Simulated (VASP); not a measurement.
A run of VASP 6.6.1 is set up as follows.

Contents of INCAR:

```
PREC = Accurate
ENCUT = 520
EDIFF = 1E-6
ISMEAR = 0
SIGMA = 0.1
LREAL = False
LASPH = True
NELM = 100
ALGO = Normal
ISIF = 2
LWAVE = False
LCHARG = True
GGA = PS
LELF = True
LVHAR = True
NBANDS = 25
```

Contents of KPOINTS:

```
regular mesh
0
Gamma
  12 5 15
```

The input POSCAR:

```
Ti
1.0
    2.7987936483      0.0000000000      0.0000000000
    0.0000000000      7.8207117874      0.0000000000
    0.0000000000      3.9103558937      2.2576450279
Ti
3
Direct
    0.0000000000      0.0000000000      0.0000000000
    0.5000000000      0.6666666667      0.0000000000
    0.5000000000      0.3333333333      0.0000000000
```

Potentials or basis: VASP PAW PBE potentials, release 64 (Ti_sv).

Run with:

```bash
$ cat potpaw_PBE.64/Ti_sv/POTCAR > POTCAR
$ mpirun -np 1 vasp_std > vasp.out
```

Estimate the pressure.

-0.3 GPa.

What does it give for the band gap on the k mesh?

Zero (bands 18 and 19 overlap by 0.26 eV).

Stress tensor (GPa, compression positive):
```
-0.17  0.00  0.00
 0.00 -0.34  0.00
 0.00  0.00 -0.34
```

Caveat: the PAW data sets were made with another functional, which shifts forces and pressure a little.
